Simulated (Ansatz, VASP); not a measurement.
**Two plane-wave programs on Re**

INCAR

```
PREC = Accurate
ENCUT = 520
EDIFF = 1E-6
ISMEAR = 1
SIGMA = 0.3
LREAL = F
LASPH = T
NELM = 80
ALGO = Normal
ISIF = 2
LWAVE = F
LCHARG = F
GGA = PS
IVDW = 13
NBANDS = 22
```

Contents of KPOINTS:

```
regular mesh
0
Gamma
  7 7 2
```

POSCAR

```
Re
1.0
    2.7663873900      0.0000000000      0.0000000000
   -1.3831937000      2.3957617600      0.0000000000
    0.0000000000      0.0000000000      8.9388451600
Re
4
Direct
    0.0000000000      0.0000000000      0.0000000000
    0.3333333316      0.6666666681      0.2500000000
   -0.0020870189     -0.0041740377      0.5000000000
    0.6666666720      0.3333333319      0.7500000000
```

Input for Ansatz:

```yaml
crystal:
  lattice:
    - [2.76638739, 0.0, 0.0]
    - [-1.3831937, 2.39576176, 0.0]
    - [0.0, 0.0, 8.93884516]
  atoms:
    - { symbol: Re, position: [0.0, 0.0, 0.0] }
    - { symbol: Re, position: [0.33333333161912454, 0.6666666680580126, 0.25] }
    - { symbol: Re, position: [-0.0020870188770665222, -0.004174037739044637, 0.5] }
    - { symbol: Re, position: [0.6666666719956983, 0.3333333319419874, 0.75] }
kpoints:
  mp_grid:
    grid: [7, 7, 2]
hamiltonian:
  xc: pbesol
  dispersion: d4
  pseudopotentials:
    kind: paw
scf:
  algorithm: density_mixing
  n_extra_bands: 8
  occupations:
    method: cold
    width: 0.3
output:
  forces: true
```

Alike in both runs: task single point; functional PBEsol; dispersion D4; k mesh 7 × 7 × 2; no spin polarisation.

|  | VASP | Ansatz |
| --- | --- | --- |
| version | VASP 6.6.1 | Ansatz 0.2.0 |
| potentials or method | VASP PAW PBE potentials, release 64 (Re) | plane waves, PAW |
| plane-wave cutoff (eV) | 520 | 420 |
| occupations | methfessel-paxton of order 1, width 0.3 eV | cold, width 0.3 eV |
| valence electrons in the cell | 28 | 60 |

```tsv
	VASP	Ansatz	Ansatz less VASP
rms of the force components (eV/Å)	0.012	0.013	+0.0014
```

VASP's potentials were made for PBE, not for PBEsol. Atom by atom the forces differ by 0.002 eV/Å (rms over components). VASP's potentials hold 28 valence electrons a cell and Ansatz's 60, so a difference there can come from the potentials and not from the codes.

The k mesh is coarse, so the values compare programs but aren't converged. Spin-orbit coupling is off throughout.
